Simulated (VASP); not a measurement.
Here is a VASP 6.6.1 calculation.

The input INCAR:

```
ALGO = Normal ; EDIFF = 1E-7
ENCUT = 520 ; ISIF = 2
ISMEAR = 0 ; LASPH = True
LCHARG = True ; LELF = True
LREAL = False ; LVHAR = True
LWAVE = False ; NBANDS = 16
NELM = 100 ; PREC = Accurate
SIGMA = 0.05
```

File KPOINTS:

```
k-points
0
Gamma
  9 9 6
```

File POSCAR:

```
AlN
1.0
    3.1110021516      0.0000000000      0.0000000000
   -1.5555010758      2.6942068945      0.0000000000
    0.0000000000      0.0000000000      4.8286600000
Al N
2 2
Direct
    0.3333333333      0.6666666667      0.0000000000
    0.6666666667      0.3333333333      0.5000000000
    0.3333333333      0.6666666667      0.3850000000
    0.6666666667      0.3333333333      0.8850000000
```

Potentials or basis: VASP PAW LDA potentials, release 64 (Al, N).

The run is started by

```sh
$ cat potpaw_LDA.64/Al/POTCAR potpaw_LDA.64/N/POTCAR > POTCAR
$ mpirun -np 1 vasp_std > vasp.out
```

(1) What does it give for the band gap on the k mesh?

(2) What does it give for the pressure?

Answers

(1) 4.37 eV, direct.

(2) 2.3 GPa.

Caveat: the cell differs from its parent crystal (strain +0.000 along x and y, -0.030 along z).
